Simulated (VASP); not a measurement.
Runs of VASP 6.6.1 on Ge. The structure is that of space group P6_3/mmc (No. 194), or close to it. The cells are those of the table. This isn't the form of Ge at room conditions, which is diamond.

```tsv
task	cell	cutoff (eV)	gap on the mesh (eV)	pressure (GPa)
single point	a = 2.942, b = 2.942, c = 4.829 Å, angles 90.0, 90.0, 120.0°, 2 atoms	520	none	(a)
single point	a = 2.952, b = 2.952, c = 4.846 Å, angles 90.0, 90.0, 120.0°, 2 atoms	520	none	0.1
relaxation of cell and atoms	relaxed from a = 2.952, b = 2.952, c = 4.846 Å, angles 90.0, 90.0, 120.0°, 2 atoms	600	none	0.0
relaxation of cell and atoms	relaxed from a = 2.910, b = 2.910, c = 4.752 Å, angles 90.0, 90.0, 120.0°, 2 atoms	600	none	0.0
```

Alike in all rows: level PBEsol; potentials or basis VASP PAW PBE potentials, release 64 (Ge_d); no spin polarisation; k mesh 17 × 17 × 9; smearing methfessel-paxton 0.05 eV.

Task: Fill in the values left out.

Result: (a) 0.9.

Caveats: the PAW data sets were made with another functional, which shifts forces and pressure a little; the relaxation stopped at its first step, so nothing moved (at least some runs).

A k mesh can miss the band edges, and the runs leave out spin-orbit coupling on Ge.

A gap of «none» marks levels without a gap at the run's occupations.
